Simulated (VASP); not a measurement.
# KCl (Fm-3m) in VASP: further runs, part 2 of 2

VASP 6.6.1. The steps go on from the part before.

### 3 Single point, PBE

INCAR reads:

```
PREC     = Accurate       # precision mode
ENCUT    = 520            # plane-wave cutoff, eV
EDIFF    = 1E-6           # SCF threshold, eV
ISMEAR   = 0              # smearing method
SIGMA    = 0.01           # smearing width, eV
LREAL    = F              # projectors in reciprocal space
LASPH    = T              # aspherical terms in the spheres
NELM     = 60             # most SCF steps
ALGO     = Normal         # electronic algorithm
ISIF     = 2              # what is computed and relaxed
LWAVE    = F              # write WAVECAR
LCHARG   = T              # write CHGCAR
GGA      = PE             # functional
LELF     = T              # ELF
LVHAR    = T            
NBANDS   = 15             # bands
```

KPOINTS reads:

```
Automatic mesh
0
Gamma
  6 6 6
```

POSCAR reads:

```
KCl
1.0
    0.0000000000      3.1448753708      3.1448753708
    3.1448753708      0.0000000000      3.1448753708
    3.1448753708      3.1448753708      0.0000000000
K Cl
1 1
Direct
    0.0000000000      0.0000000000      0.0000000000
    0.5000000000      0.5000000000      0.5000000000
```

Potentials or basis: VASP PAW PBE potentials, release 64 (K_sv, Cl).

Command:

```bash
$ cat potpaw_PBE.64/K_sv/POTCAR potpaw_PBE.64/Cl/POTCAR > POTCAR
$ mpirun -np 1 vasp_std > vasp.out
```

Run time: 30 s. Hardware: 1 thread of Intel Xeon 8259CL, shared host; peak memory 0.2 GiB.

It converged, with:

```
Free energy            : -6.8034 eV
Pressure               : 0.8 GPa
Band gap on the k mesh : 5.19 eV
```

Levels at points of the mesh, in eV from the valence-band top:
| k point | band 4 | band 5 | band 6 | band 7 | band 8 | band 9 | band 10 | band 11 | band 12 | band 13 |
| --- | --- | --- | --- | --- | --- | --- | --- | --- | --- | --- |
| (0.00, 0.00, 0.00) | -10.66 | -10.66 | 0.00 | 0.00 | 0.00 | 5.19 | 8.38 | 8.38 | 8.38 | 9.26 |
| (0.50, 0.00, 0.00) | -10.66 | -10.41 | -1.06 | -0.33 | -0.33 | 7.60 | 8.61 | 10.53 | 10.53 | 11.42 |
| (0.50, 0.50, 0.00) | -10.71 | -10.71 | -0.66 | -0.22 | -0.22 | 6.53 | 8.36 | 10.08 | 10.24 | 10.63 |

### 4 Single point, r2SCAN

POSCAR is that of step 3.

INCAR.step1 reads:

```
ALGO = Normal
EDIFF = 1E-4
ENCUT = 520
GGA = PE
ISMEAR = 0
LASPH = T
LCHARG = F
LREAL = F
LWAVE = T
NBANDS = 15
NELM = 80
PREC = Accurate
SIGMA = 0.01
```

INCAR.step2 reads:

```
ALGO = Normal
EDIFF = 1E-7
ENCUT = 520
ISIF = 2
ISMEAR = 0
ISTART = 1
LASPH = T
LCHARG = F
LMIXTAU = T
LREAL = F
LWAVE = F
METAGGA = R2SCAN
NBANDS = 15
NELM = 80
PREC = Accurate
SIGMA = 0.01
```

KPOINTS reads:

```
k-points
0
Gamma
  6 6 6
```

Potentials or basis: VASP PAW PBE potentials, release 64 (K_sv, Cl).

Command:

```bash
$ cat potpaw_PBE.64/K_sv/POTCAR potpaw_PBE.64/Cl/POTCAR > POTCAR
$ cp INCAR.step1 INCAR
$ mpirun -np 1 vasp_std > vasp.out
$ cp INCAR.step2 INCAR
$ mpirun -np 1 vasp_std > vasp.out
```

OUTCAR:

```text
EDIFF = 1E-7
   ENCUT = 520
   ISIF = 2
   ISMEAR = 0
   ISTART = 1
   LASPH = T
   LREAL = F
   METAGGA = R2SCAN
   NELM = 80
   PREC = Accurate

 ion  position               nearest neighbor table
   1  0.000  0.000  0.000-   2 3.14   2 3.14   2 3.14   2 3.14   2 3.14   2 3.14
   2  0.500  0.500  0.500-   1 3.14   1 3.14   1 3.14   1 3.14   1 3.14   1 3.14

  LATTYP: Found a face centered cubic cell.
 ALAT       =     6.2897507416

  Lattice vectors:

[... 465 lines left out ...]
------------------------ aborting loop because EDIFF is reached ----------------------------------------

  FORCE on cell =-STRESS in cart. coord.  units (eV):
  Direction    XX          YY          ZZ          XY          YZ          ZX
  --------------------------------------------------------------------------------------
  -------------------------------------------------------------------------------------
  Total        0.0014012      0.0014012      0.0014012     -0.0000000      0.0000000      0.0000000
  in kB        0.0360886      0.0360886      0.0360886     -0.0000000      0.0000000      0.0000000
  external PRESSURE =       0.0360886 kB  Pullay stress =       0.0000000 kB

 VOLUME and BASIS-vectors are now :
 -----------------------------------------------------------------------------
  energy-cutoff  :      520.00
  volume of cell :       62.21
      direct lattice vectors                 reciprocal lattice vectors
     0.000000000  3.144875371  3.144875371    -0.158988812  0.158988812  0.158988812
     3.144875371  0.000000000  3.144875371     0.158988812 -0.158988812  0.158988812
     3.144875371  3.144875371  0.000000000     0.158988812  0.158988812 -0.158988812

 POSITION                                       TOTAL-FORCE (eV/Angst)
 -----------------------------------------------------------------------------------
      0.00000      0.00000      0.00000        -0.000000      0.000000      0.000000
      3.14488      3.14488      3.14488         0.000000     -0.000000     -0.000000
 -----------------------------------------------------------------------------------
    total drift:                                0.000000      0.000000      0.000000

  FREE ENERGIE OF THE ION-ELECTRON SYSTEM (eV)
  ---------------------------------------------------
  free  energy   TOTEN  =       -16.5064877220 eV

  energy  without entropy=      -16.5064877220  energy(sigma->0) =      -16.50648772
```

It took 2.2 min on 1 thread of Intel Xeon 8259CL, shared host; peak memory 0.22 GiB.

What came out:

```yaml
Free_energy: -16.5065 eV
Pressure: 0.0 GPa
Band_gap_on_the_k_mesh: 5.83 eV
```

Levels at points of the mesh, in eV from the valence-band top:
| k point | band 4 | band 5 | band 6 | band 7 | band 8 | band 9 | band 10 | band 11 | band 12 | band 13 |
| --- | --- | --- | --- | --- | --- | --- | --- | --- | --- | --- |
| (0.00, 0.00, 0.00) | -10.96 | -10.96 | 0.00 | 0.00 | 0.00 | 5.83 | 9.03 | 9.03 | 9.03 | 10.08 |
| (0.50, 0.00, 0.00) | -10.96 | -10.73 | -1.05 | -0.32 | -0.32 | 8.14 | 9.25 | 11.33 | 11.33 | 12.19 |
| (0.50, 0.50, 0.00) | -11.01 | -11.01 | -0.67 | -0.23 | -0.23 | 7.03 | 9.22 | 10.70 | 11.11 | 11.57 |

Caveat: the PAW data sets were made with another functional, which shifts forces and pressure a little.

### 5 Single point, PBE

INCAR reads:

```
PREC = Accurate
ENCUT = 520
EDIFF = 1E-7
ISMEAR = 0
SIGMA = 0.01
LREAL = False
LASPH = True
NELM = 80
ALGO = Normal
ISIF = 2
LWAVE = False
LCHARG = True
GGA = PE
LELF = True
LVHAR = True
NBANDS = 15
```

KPOINTS reads:

```
regular mesh
0
Gamma
  8 8 8
```

POSCAR is that of step 4.

Command:

```bash
$ cat potpaw_PBE.64/K_sv/POTCAR potpaw_PBE.64/Cl/POTCAR > POTCAR
$ mpirun -np 1 vasp_std > vasp.out
```

Wall time 58 s (1 thread of Intel Xeon 8259CL, shared host); peak memory 0.21 GiB.

The run converged. Its results:

* Free energy: -6.8034 eV
* Pressure: 0.8 GPa
* Band gap on the k mesh: 5.19 eV

Levels at points of the mesh, in eV from the valence-band top:
```csv
k point,band 4,band 5,band 6,band 7,band 8,band 9,band 10,band 11,band 12,band 13
"(0.00, 0.00, 0.00)",-10.66,-10.66,0.00,0.00,0.00,5.19,8.38,8.38,8.38,9.26
"(0.50, 0.00, 0.00)",-10.66,-10.41,-1.06,-0.33,-0.33,7.60,8.61,10.53,10.53,11.42
"(0.50, 0.50, 0.00)",-10.71,-10.71,-0.66,-0.22,-0.22,6.53,8.36,10.08,10.24,10.63
```

### 6 The runs side by side

```csv
level,k mesh,grid for exact exchange (PRECFOCK),share of exact exchange,gap on the mesh (eV),pressure (GPa)
PBE0,6 × 6 × 6,Normal,0.25,7.24,0.5
PBE,6 × 6 × 6,-,-,5.19,0.8
r2SCAN,6 × 6 × 6,-,-,5.83,0.0
PBE,8 × 8 × 8,-,-,5.19,0.8
```

Alike in all rows: task single point; potentials or basis VASP PAW PBE potentials, release 64 (K_sv, Cl); no spin polarisation; cell as given; cutoff (eV) 520; smearing gaussian 0.01 eV.

On the cell as given the gap runs from 5.19 eV (PBE) to 7.24 eV (PBE0); the meshes differ, which moves gaps too. The pressure there spans 0.0 GPa (r2SCAN) to 0.8 GPa (PBE); a positive pressure means that this level wants a larger cell, a negative one a smaller.

Caveats: the PAW data sets were made with another functional, which shifts forces and pressure a little (at least some runs).

Total energies depend on the potentials used, so only differences within one code and one set of settings carry meaning.
